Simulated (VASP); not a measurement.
Set up this calculation in VASP 6.6.1, as the native input.

```
Task                   : electric field gradients
Functional             : LDA
Potentials or basis    : VASP PAW LDA potentials, release 64 (Ti_sv, Sb)
Cutoff                 : 520 eV
k mesh                 : 12 × 12 × 7
Occupations            : fermi-dirac, width 0.03 eV
Spin                   : no spin polarisation
Dipole correction      : no
Further INCAR settings : ALGO = Normal; EDIFF = 1e-08; NBANDS = 25
```

The structure of TiSb lies in POSCAR:

```
TiSb
1.0
    4.1032991169      0.0000000000      0.0000000000
   -2.0516495585      3.5535612746      0.0000000000
    0.0000000000      0.0000000000      6.4092720000
Ti Sb
2 2
Direct
    0.0000000000      0.0000000000      0.0000000000
    0.0000000000      0.0000000000      0.5000000000
    0.3333333333      0.6666666667      0.2500000000
    0.6666666667      0.3333333333      0.7500000000
```

This cell differs from its parent crystal: zz strain of +2 %.

The input as run:

INCAR

```
PREC = Accurate ; ENCUT = 520
EDIFF = 1E-8 ; ISMEAR = -1
SIGMA = 0.03 ; LREAL = False
LASPH = True ; NELM = 100
ALGO = Normal ; ISIF = 2
LWAVE = False ; LCHARG = False
GGA = CA ; LEFG = True
NBANDS = 25
```

KPOINTS

```
regular mesh
0
Gamma
  12 12 7
```

Potentials or basis: VASP PAW LDA potentials, release 64 (Ti_sv, Sb).

Run with:

```sh
$ cat potpaw_LDA.64/Ti_sv/POTCAR potpaw_LDA.64/Sb/POTCAR > POTCAR
$ mpirun -np 1 vasp_std > vasp.out
```

Results of the run:

```json
{
 "Pressure": "-9.7 GPa",
 "Band gap on the k mesh": "zero (bands 17 and 18 overlap by 0.41 eV)",
 "Largest electric field gradient by atom": "Ti -47.6; Sb +26.0 V/Å²"
}
```

Caveat: the cell differs from its parent crystal (zz strain of +2 %); the cell stands under tension; without QUAD_EFG the Cq values of the log hold for a quadrupole moment of 1 mb, not for the nuclei; spin-orbit coupling is left out, which moves the levels of the heavy elements.

Run time: 57 s on 1 thread of Intel(R) Xeon(R) 6975P-C (Granite Rapids) (shared host), peak memory 0.28 GiB.
